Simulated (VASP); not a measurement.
Input of a VASP 6.6.1 run:

Contents of INCAR:

```
PREC = Accurate
ENCUT = 520
EDIFF = 1E-6
ISMEAR = 0
SIGMA = 0.1
LREAL = F
LASPH = T
NELM = 80
ALGO = Fast
ISIF = 2
LWAVE = F
LCHARG = F
GGA = CA
NBANDS = 24
```

KPOINTS

```
Automatic mesh
0
Gamma
  18 18 18
```

The input POSCAR:

```
TaAs
1.0
   -1.7026248564      1.7026248564      5.7545627586
    1.7026248564     -1.7026248564      5.7545627586
    1.7026248564      1.7026248564     -5.7545627586
Ta As
2 2
Direct
    0.5003085052      1.0003085052      0.5000000000
    0.7503085052      0.7503085052      0.0000000000
    0.0822909148      0.5822909148      0.5000000000
    0.3322909148      0.3322909148      0.0000000000
```

Potentials or basis: VASP PAW LDA potentials, release 64 (Ta_pv, As).

Run with:

```bash
$ cat potpaw_LDA.64/Ta_pv/POTCAR potpaw_LDA.64/As/POTCAR > POTCAR
$ mpirun -np 1 vasp_std > vasp.out
```

(1) Estimate the band gap on the k mesh.

(2) What does it give for the largest force?

Answers

(1) zero (bands 16 and 17 overlap by 0.06 eV).

(2) 0.006 eV/Å.

Caveat: spin-orbit coupling is left out, which moves the levels of the heavy elements.
